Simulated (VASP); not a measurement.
A run of VASP 6.6.1 is set up as follows.

Contents of INCAR:

```
SYSTEM = TaN
PREC = Accurate ; ENCUT = 520
EDIFF = 1E-6 ; ISMEAR = 0
SIGMA = 0.1 ; LREAL = .False.
LASPH = .True. ; NELM = 100
ALGO = Normal ; ISIF = 2
LWAVE = .False. ; LCHARG = .False.
GGA = PE ; NBANDS = 15
```

KPOINTS

```
regular mesh
0
Gamma
  16 16 16
  0 0 0
```

File POSCAR:

```
TaN
1.0
    0.0000000000      2.2081667059      2.2081667059
    2.2081667059      0.0000000000      2.2081667059
    2.2081667059      2.2081667059      0.0000000000
Ta N
1 1
Direct
    0.5000000000      0.5000000000      0.5000000000
    0.0000000000      0.0000000000      0.0000000000
```

Potentials or basis: VASP PAW PBE potentials, release 64 (Ta_pv, N).

Command:

```bash
$ cat potpaw_PBE.64/Ta_pv/POTCAR potpaw_PBE.64/N/POTCAR > POTCAR
$ mpirun -np 1 vasp_std > vasp.out
```

Question: Estimate the pressure.

Answer: 1.0 GPa.

Question: Predict the band gap on the k mesh.

Answer: Zero (bands 8 and 9 overlap by 3.93 eV).

Caveat: spin-orbit coupling is left out, which moves the levels of the heavy elements.
